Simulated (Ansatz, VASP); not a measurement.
# One calculation of Be4Ge3Pt, two programs

```
Be Ge Pt
1.0
     4.84190    0.00000    0.00000
     0.00000    4.84190    0.00000
     0.00000    0.00000    4.84190
Be Ge Pt
4 3 1
Direct
  0.23500 0.23500 0.23500
  0.23500 0.76500 0.76500
  0.76500 0.76500 0.23500
  0.76500 0.23500 0.76500
  0.50000 0.00000 0.00000
  0.00000 0.50000 0.00000
  0.00000 0.00000 0.50000
  0.00000 0.00000 0.00000
```

Alike in both runs: task single point; functional PBE; k mesh 4 × 4 × 4; occupations gaussian, width 0.1 eV; no spin polarisation.

```csv
,VASP,Ansatz
version,VASP 6.6.1,Ansatz 0.2.0
potentials or method,"VASP PAW PBE potentials, release 64 (Be, Ge_d, Pt), cutoff 520 eV","scalar-relativistic, plane waves, PAW"
valence electrons in the cell,60,68
```

Ansatz gave:

```
gap on the k mesh at the Fermi level (eV) : none
rms of the force components (eV/Å)        : 2.114
```

Estimate VASP's values.

gap on the k mesh at the Fermi level (eV): none; rms of the force components (eV/Å): 2.134.

Atom by atom the forces differ by 0.020 eV/Å (rms over components). A gap of «none» marks a metal or a gap that the smearing closes. The functional is the same, so the differences come from potentials, cutoffs and numerics. VASP's potentials hold 60 valence electrons a cell and Ansatz's 68, so a difference there can come from the potentials and not from the codes.

Neither program's run includes spin-orbit coupling.
